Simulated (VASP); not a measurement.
The system is MgS.

```
S Mg
1.0
     0.00000    2.83312    2.83312
     2.83312    0.00000    2.83312
     2.83312    2.83312    0.00000
S Mg
1 1
Cartesian
  1.4166 1.4166 1.4166
  0.0000 0.0000 0.0000
```

Program: VASP 6.6.1. Alike in all runs: task single point; potentials or basis VASP PAW PBE potentials, release 64 (S, Mg); cell as given; cutoff (eV) 520.

Question: Order these runs on this cell by their band gap on the k mesh, lowest first.
A. level RPBE+D4; spin collinear, ferromagnetic start; k mesh 5 × 5 × 5; smearing gaussian 0.02 eV
B. level HSE06; spin off; k mesh 6 × 6 × 6; smearing fermi-dirac 0.05 eV; grid for exact exchange (PRECFOCK) Normal; screening parameter 0.2079 1/Å
C. level PBE; spin off; k mesh 8 × 8 × 8; smearing gaussian 0.02 eV
D. level PBEsol; spin off; k mesh 8 × 8 × 8; smearing fermi-dirac 0.05 eV
E. level r2SCAN; spin off; k mesh 8 × 8 × 8; smearing fermi-dirac 0.05 eV

Answer: D (3.29 eV), C (3.45 eV), A (3.66 eV), E (4.12 eV), B (4.50 eV).

A k mesh can miss the band edges, odd and even meshes differently.
